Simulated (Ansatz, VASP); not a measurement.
One calculation of WS2, two programs

File INCAR:

```
PREC = Accurate
ENCUT = 520
EDIFF = 1E-6
ISMEAR = 0
SIGMA = 0.05
LREAL = False
LASPH = True
NELM = 60
ALGO = Normal
ISIF = 2
LWAVE = False
LCHARG = False
GGA = PS
IVDW = 12
NBANDS = 64
```

The input KPOINTS:

```
Automatic mesh
0
Gamma
  6 6 6
```

File POSCAR:

```
WS2
1.0
   -6.2407890192      0.0000000000      0.0000000000
   -3.1203945096      5.4046818303      0.0000000000
   -3.1203945096      1.8015606101     -5.8413921014
W S
4 8
Direct
    0.4993606434      0.9993606434      0.0019180698
    0.4993606434      0.4993606434      0.0019180698
    0.9993606434      0.9993606434      0.0019180698
    0.9993606434      0.4993606434      0.0019180698
    0.2554860797      0.7554860797      0.7335417609
    0.2554860797      0.2554860797      0.7335417609
    0.7554860797      0.7554860797      0.7335417609
    0.7554860797      0.2554860797      0.7335417609
    0.1295494403      0.5667742706      0.2369020185
    0.0764532769      0.0764532769      0.2706401693
    0.5764532769      0.5764532769      0.2706401693
    0.5764532769      0.0764532769      0.2706401693
```

Input for Ansatz:

```yaml
crystal:
  lattice:
    - [-6.2407890192, 0.0, 0.0]
    - [-3.1203945096, 5.4046818303, 0.0]
    - [-3.1203945096, 1.8015606101, -5.8413921014]
  atoms:
    - { symbol: W, position: [0.4993606434, 0.9993606434, 0.0019180698] }
    - { symbol: W, position: [0.4993606434, 0.4993606434, 0.0019180698] }
    - { symbol: W, position: [0.9993606434, 0.9993606434, 0.0019180698] }
    - { symbol: W, position: [0.9993606434, 0.4993606434, 0.0019180698] }
    - { symbol: S, position: [0.2554860797, 0.7554860797, 0.7335417609] }
    - { symbol: S, position: [0.2554860797, 0.2554860797, 0.7335417609] }
    - { symbol: S, position: [0.7554860797, 0.7554860797, 0.7335417609] }
    - { symbol: S, position: [0.7554860797, 0.2554860797, 0.7335417609] }
    - { symbol: S, position: [0.1295494403, 0.5667742706, 0.2369020185] }
    - { symbol: S, position: [0.0764532769, 0.0764532769, 0.2706401693] }
    - { symbol: S, position: [0.5764532769, 0.5764532769, 0.2706401693] }
    - { symbol: S, position: [0.5764532769, 0.0764532769, 0.2706401693] }
basis:
  ecutwfc: 420
kpoints:
  mp_grid: { grid: [6, 6, 6] }
hamiltonian:
  xc: pbesol
  dispersion: d3bj
scf:
  occupations: { method: gaussian, width: 0.05 }
output:
  forces: true
  stress: true
  eigenvalues: true
```

Alike in both runs: task single point; functional PBEsol; dispersion D3(BJ); k mesh 6 × 6 × 6; occupations gaussian, width 0.05 eV; no spin polarisation.

|  | VASP | Ansatz |
| --- | --- | --- |
| version | VASP 6.6.1 | Ansatz 0.2.0 |
| potentials or method | VASP PAW PBE potentials, release 64 (W_sv, S), cutoff 520 eV | scalar-relativistic, plane waves, PAW |
| valence electrons in the cell | 104 | 104 |

```tsv
	VASP	Ansatz	Ansatz less VASP
gap on the k mesh at the Fermi level (eV)	0.67	0.65	-0.023
least direct gap on the mesh (eV)	1.65	1.65	-0.003
pressure (GPa)	4.6	4.4	-0.15
traceless stress, the component that is largest in VASP (GPa)	-4.40	-4.41	-0.004
rms of the force components (eV/Å)	1.607	1.606	-0.0012
```

VASP's potentials were made for PBE, not for PBEsol. Atom by atom the forces differ by 0.009 eV/Å (rms over components).

Spin-orbit coupling is off throughout.
